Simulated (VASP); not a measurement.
Input of a VASP 6.6.1 run:

Contents of INCAR:

```
SYSTEM = Ru
PREC = Accurate
ENCUT = 520
EDIFF = 1E-6
ISMEAR = 0
SIGMA = 0.1
LREAL = .False.
LASPH = .True.
NELM = 60
ALGO = Normal
ISIF = 2
LWAVE = .False.
LCHARG = .False.
LDIPOL = .True.
IDIPOL = 3
DIPOL = 0.5 0.5 0.501
GGA = PE
NBANDS = 58
```

File KPOINTS:

```
regular mesh
0
Gamma
  12 12 1
  0 0 0
```

The input POSCAR:

```
Ru
1.0
    2.7057993315      0.0000000029      0.0000000000
   -1.3528996683      2.3432909572      0.0000000000
    0.0000000000      0.0000000000     29.8456997849
Ru
7
Direct
    0.6666666667      0.3333333333      0.2847981472
    0.3333333333      0.6666666667      0.3565320912
    0.6666666667      0.3333333333      0.4282660456
    0.3333333333      0.6666666667      0.5008932287
    0.6666666667      0.3333333333      0.5736890467
    0.3333333333      0.6666666667      0.6456667400
    0.6666666667      0.3333333333      0.7151703410
```

Potentials or basis: VASP PAW PBE potentials, release 64 (Ru_pv).

The run is started by

```bash
$ cat potpaw_PBE.64/Ru_pv/POTCAR > POTCAR
$ mpirun -np 1 vasp_std > vasp.out
```

Estimate the largest force.

0.600 eV/Å.

Estimate the band gap on the k mesh.

zero (band 49 reaches 5.37 eV, above the bottom of band 50 at 2.81 eV).

Forces on the atoms (eV/Å):
```
Ru   0.000  0.000  0.600
Ru   0.000  0.000 -0.567
Ru   0.000  0.000 -0.036
Ru   0.000  0.000  0.004
Ru   0.000  0.000 -0.005
Ru   0.000  0.000 -0.033
Ru   0.000  0.000  0.037
```
